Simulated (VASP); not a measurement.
# Au in VASP: a series of runs

Au is run at these levels: PBE; tasks: single point, relaxation of cell and atoms.

Everything below comes from runs of VASP 6.6.1. Logs are shortened: lines on timing, memory, paths and dates and some standing lists are left out, and cuts for length are marked.

## Step 1: The cell of the first run

It takes space group Im-3m (No. 229, cubic). Conventional cell: a = 3.304 Å, b = 3.304 Å, c = 3.304 Å, α = 90.00°, β = 90.00°, γ = 90.00°. Within 3.8 Å of Au (site symmetry m-3m) lie 14 Au at 2.86 to 3.30 Å.

## Step 2: Single point, PBE

The input, INCAR:

```
  PREC = Accurate
  ENCUT = 520
  EDIFF = 1E-6
  ISMEAR = -1
  SIGMA = 0.15
  LREAL = F
  LASPH = T
  NELM = 100
  ALGO = Normal
  ISIF = 2
  LWAVE = F
  LCHARG = F
  GGA = PE
  NBANDS = 12
```

The input, KPOINTS:

```
Automatic mesh
0
Gamma
  20 20 20
```

The input, POSCAR:

```
Au
1.0
   -1.6519369549      1.6519369549      1.6519369549
    1.6519369549     -1.6519369549      1.6519369549
    1.6519369549      1.6519369549     -1.6519369549
Au
1
Direct
    0.0000000000      0.0000000000      0.0000000000
```

Potentials or basis: VASP PAW PBE potentials, release 64 (Au).

On the command line:

```
> cat potpaw_PBE.64/Au/POTCAR > POTCAR
> mpirun -np 1 vasp_std > vasp.out
```

OUTCAR:

```text
PREC = Accurate
   ENCUT = 520
   EDIFF = 1E-6
   ISMEAR = -1
   LREAL = F
   LASPH = T
   NELM = 100
   ISIF = 2
   GGA = PE

 ion  position               nearest neighbor table
   1  0.000  0.000  0.000-

  LATTYP: Found a body centered cubic cell.
 ALAT       =     3.3038739098

  Lattice vectors:

 A1 = (  -1.6519369549,   1.6519369549,   1.6519369549)
 A2 = (   1.6519369549,  -1.6519369549,   1.6519369549)
 A3 = (   1.6519369549,   1.6519369549,  -1.6519369549)

Analysis of symmetry for initial positions (statically):
=====================================================================
 Subroutine PRICEL returns:
 Original cell was already a primitive cell.

 Routine SETGRP: Setting up the symmetry group for a
 body centered cubic supercell.

 Subroutine GETGRP returns: Found 48 space group operations
 (whereof 48 operations were pure point group operations)
 out of a pool of 48 trial point group operations.

The static configuration has the point symmetry O_h .

Analysis of symmetry for dynamics (positions and initial velocities):
=====================================================================
 Subroutine PRICEL returns:
 Original cell was already a primitive cell.

 Routine SETGRP: Setting up the symmetry group for a
 body centered cubic supercell.

 Subroutine GETGRP returns: Found 48 space group operations
 (whereof 48 operations were pure point group operations)
 out of a pool of 48 trial point group operations.

The dynamic configuration has the point symmetry O_h .

 Subroutine INISYM returns: Found 48 space group operations
 (whereof 48 operations are pure point group operations),
 and found     1 'primitive' translations

----------------------------------------------------------------------------------------

                                     Primitive cell

  volume of cell :      18.0319

  direct lattice vectors                    reciprocal lattice vectors
    -1.651936955  1.651936955  1.651936955     0.000000000  0.302674989  0.302674989
     1.651936955 -1.651936955  1.651936955     0.302674989  0.000000000  0.302674989
     1.651936955  1.651936955 -1.651936955     0.302674989  0.302674989  0.000000000

  length of vectors
     2.861238737  2.861238737  2.861238737     0.428047075  0.428047075  0.428047075

  position of ions in fractional coordinates (direct lattice)
     0.000000000  0.000000000  0.000000000

  ion indices of the primitive-cell ions
   primitive index   ion index
                 1           1

----------------------------------------------------------------------------------------

 KPOINTS: Automatic mesh

Automatic generation of k-mesh.
 Grid dimensions read from file:
 generate k-points for:   20   20   20

 Generating k-lattice:

  Cartesian coordinates                     Fractional coordinates (reciprocal lattice)
     0.000000000  0.015133749  0.015133749     0.050000000  0.000000000  0.000000000
     0.015133749  0.000000000  0.015133749     0.000000000  0.050000000  0.000000000
     0.015133749  0.015133749  0.000000000     0.000000000  0.000000000  0.050000000

  Length of vectors
     0.021402354  0.021402354  0.021402354

  Shift w.r.t. Gamma in fractional coordinates (k-lattice)
     0.000000000  0.000000000  0.000000000

 Subroutine IBZKPT returns following result:
 ===========================================

 Found    256 irreducible k-points:

 Following reciprocal coordinates:
            Coordinates               Weight
  0.000000  0.000000  0.000000      1.000000
  0.050000  0.000000  0.000000     12.000000
  0.100000  0.000000  0.000000     12.000000
  0.150000  0.000000  0.000000     12.000000
  0.200000  0.000000  0.000000     12.000000
  0.250000  0.000000  0.000000     12.000000
[... 16 lines left out ...]
  0.200000  0.100000  0.000000     48.000000
  0.250000  0.100000  0.000000     48.000000
 [... further k-points ...]
   k-points           NKPTS =    256   k-points in BZ     NKDIM =    256   number of bands    NBANDS=     12
   number of dos      NEDOS =    301   number of ions     NIONS =      1
   total plane-waves  NPLWV =  13824
   dimension x,y,z NGX =    24 NGY =   24 NGZ =   24
   dimension x,y,z NGXF=    48 NGYF=   48 NGZF=   48
   ions per type =               1
   NGX,Y,Z   is equivalent  to a cutoff of  13.94, 13.94, 13.94 a.u.
   NGXF,Y,Z  is equivalent  to a cutoff of  27.89, 27.89, 27.89 a.u.
 SYSTEM =  unknown system
   PREC   = accura    normal or accurate (medium, high low for compatibility)
   ISTART =      0    job   : 0-new  1-cont  2-samecut
   ICHARG =      2    charge: 1-file 2-atom 10-const
   ISPIN  =      1    spin polarized calculation?
   LNONCOLLINEAR =      F non collinear calculations
   LSORBIT =      F    spin-orbit coupling
   LASPH  =      T    aspherical Exc in radial PAW
   ENCUT  =  520.0 eV  38.22 Ry    6.18 a.u.   5.32  5.32  5.32*2*pi/ulx,y,z
   NELM   =    100;   NELMIN=  2; NELMDL= -5     # of ELM steps
   EDIFF  = 0.1E-05   stopping-criterion for ELM
   LREAL  =      F    real-space projection
   EDIFFG = 0.1E-04   stopping-criterion for IOM
   NSW    =      0    number of steps for IOM
   IBRION =     -1    ionic relax: 0-MD 1-quasi-New 2-CG
   NFREE  =      0    steps in history (QN), initial steepest desc. (CG)
   ISIF   =      2    stress and relaxation
   ISYM   =      2    0-nonsym 1-usesym 2-fastsym
   POTIM  = 0.5000    time-step for ionic-motion
   TEBEG  =    0.0;   TEEND  =   0.0 temperature during run
   PSTRESS=    0.0 pullay stress
   NELECT =      11.0000    total number of electrons
   NUPDOWN=      -1.0000    fix difference up-down
   EMIN   =  10.00;   EMAX   =-10.00  energy-range for DOS
   EFERMI =   0.00;   METHOD = LEGACY
   ISMEAR =    -1;   SIGMA  =   0.15  broadening in eV -4-tet -1-fermi 0-gaus
   EFERMI_NEDOS =   21; number of points for ismear=-14 and -15
   IALGO  =     38    algorithm
   IMIX   =      4    mixing-type and parameters
     AMIX     =   0.40;   BMIX     =  1.00
     AMIX_MAG =   1.60;   BMIX_MAG =  1.00
  volume/ion in A,a.u.               =      18.03       121.68
  Fermi-wavevector in a.u.,A,eV,Ry     =   1.388435  2.623762 26.228660  1.927752
  Thomas-Fermi vector in A             =   2.512561
   LORBIT       =      0    0 simple, 1 ext, 2 COOP (PROOUT), +10 PAW based schemes
   GGA     = PE    functional components
   LHFCALC =     F    Hartree Fock is set to
   AEXX    =    0.0000 exact exchange contribution
   IVDW    =     0    specifies the selected vdW correction
   LEPSILON=     F    determine dielectric tensor
   LRPA    =     F    only Hartree local field effects (RPA)
 non-spin polarized calculation
  energy-cutoff  :      520.00
  volume of cell :       18.03
 maximum number of plane-waves:       498
 NGX is ok and might be reduce to    24
   NGX = 11   NGY = 11   NGZ = 11

 number of electron      10.9999999 magnetization

 Free energy of the ion-electron system (eV)
  ---------------------------------------------------
  ext. energy  EPLUGINS =         0.00000000
  ---------------------------------------------------
  free energy    TOTEN  =        -3.21104558 eV

  energy without entropy =       -3.18980898  energy(sigma->0) =       -3.20042728

 E-fermi :   8.5731     XC(G=0): -12.3828

 val. band max:        8.5475490532   @ k =   0.4000   0.0500   0.0500
 cond. band min:       8.7004072612   @ k =   0.4000   0.1000   0.0000
 fundamental gap:      0.1528582080
 Fermi energy:         8.5731156111

 k-point     1 :       0.0000    0.0000    0.0000
  band No.  band energies     occupation
      1      -0.7014      2.00000
      2       3.9921      2.00000
      3       3.9921      2.00000
      4       3.9921      2.00000
      5       5.7571      2.00000
      6       5.7571      2.00000
      7      25.0673      0.00000
      8      25.0673      0.00000
      9      25.0673      0.00000
     10      31.8922      0.00000
     11      31.8922      0.00000
     12      31.8922      0.00000

 k-point     2 :       0.0500    0.0000    0.0000
  band No.  band energies     occupation
      1      -0.6134      2.00000
      2       3.9651      2.00000
      3       3.9949      2.00000
      4       4.0521      2.00000
      5       5.7244      2.00000
      6       5.7588      2.00000
      7      25.0442      0.00000
      8      25.0884      0.00000
      9      25.1757      0.00000
     10      30.8194      0.00000
     11      30.8595      0.00000
     12      31.5621      0.00000

 k-point     3 :       0.1000    0.0000    0.0000
  band No.  band energies     occupation
      1      -0.3543      2.00000
      2       3.8878      2.00000
      3       4.0013      2.00000
      4       4.2299      2.00000
      5       5.6409      2.00000
      6       5.7648      2.00000
      7      24.8341      0.00000
      8      25.0800      0.00000
      9      25.4935      0.00000
     10      29.2954      0.00000
     11      29.6618      0.00000
     12      30.6674      0.00000
[... 286 lines left out ...]
 k-point    23 :       0.2000    0.1000    0.0000
  band No.  band energies     occupation
      1       1.3553      2.00000
      2       3.5165      2.00000
      3       3.9065      2.00000
      4       5.3824      2.00000
      5       5.6763      2.00000
      6       5.9035      2.00000
      7      20.3373      0.00000
      8      22.6906      0.00000
      9      24.7879      0.00000
     10      27.0494      0.00000
     11      29.9291      0.00000
     12      30.7816      0.00000

 k-point    24 :       0.2500    0.1000    0.0000
  band No.  band energies     occupation
      1       1.7861      2.00000
      2       3.3700      2.00000
      3       4.1670      2.00000
      4       5.4290      2.00000
      5       5.9018      2.00000
      6       6.3146      2.00000
      7      18.2322      0.00000
      8      21.9479      0.00000
      9      23.8330      0.00000
     10      27.7400      0.00000
     11      30.4087      0.00000
     12      31.0950      0.00000

 [... further k-points ...]
[... 5 lines left out ...]
  --------------------------------------------------------------------------------------
  -------------------------------------------------------------------------------------
  Total       -0.0257886     -0.0257886     -0.0257886      0.0000000      0.0000000     -0.0000000
  in kB       -2.2913822     -2.2913822     -2.2913822      0.0000000      0.0000000     -0.0000000
  external PRESSURE =      -2.2913822 kB  Pullay stress =       0.0000000 kB

 VOLUME and BASIS-vectors are now :
 -----------------------------------------------------------------------------
  energy-cutoff  :      520.00
  volume of cell :       18.03
      direct lattice vectors                 reciprocal lattice vectors
    -1.651936955  1.651936955  1.651936955     0.000000000  0.302674989  0.302674989
     1.651936955 -1.651936955  1.651936955     0.302674989  0.000000000  0.302674989
     1.651936955  1.651936955 -1.651936955     0.302674989  0.302674989  0.000000000

 POSITION                                       TOTAL-FORCE (eV/Angst)
 -----------------------------------------------------------------------------------
      0.00000      0.00000      0.00000         0.000000     -0.000000     -0.000000
 -----------------------------------------------------------------------------------
    total drift:                               -0.000000      0.000000      0.000000

  FREE ENERGIE OF THE ION-ELECTRON SYSTEM (eV)
  ---------------------------------------------------
  free  energy   TOTEN  =        -3.2110455788 eV

  energy  without entropy=       -3.1898089783  energy(sigma->0) =       -3.20042728
```

Wall time 2 min (1 thread of AMD EPYC 7R13, shared host); peak memory 0.15 GiB.

Results:

* Free energy: -3.2110 eV
* Pressure: -0.2 GPa

Levels at points of the mesh, in eV from the Fermi level:
```csv
k point,band 2,band 3,band 4,band 5,band 6,band 7,band 8,band 9,band 10,band 11
"(0.00, 0.00, 0.00)",-4.58,-4.58,-4.58,-2.82,-2.82,16.49,16.49,16.49,23.32,23.32
"(0.50, 0.00, 0.00)",-5.57,-2.95,-2.64,-1.42,-0.40,3.24,12.34,13.52,21.03,21.47
"(0.50, 0.50, 0.50)",-6.35,-1.77,-1.77,-1.77,6.25,6.25,6.25,9.07,15.41,15.41
```

Caveat: spin-orbit coupling is left out, which moves the levels of the heavy elements.

(Part 1 of 2 ends here.)
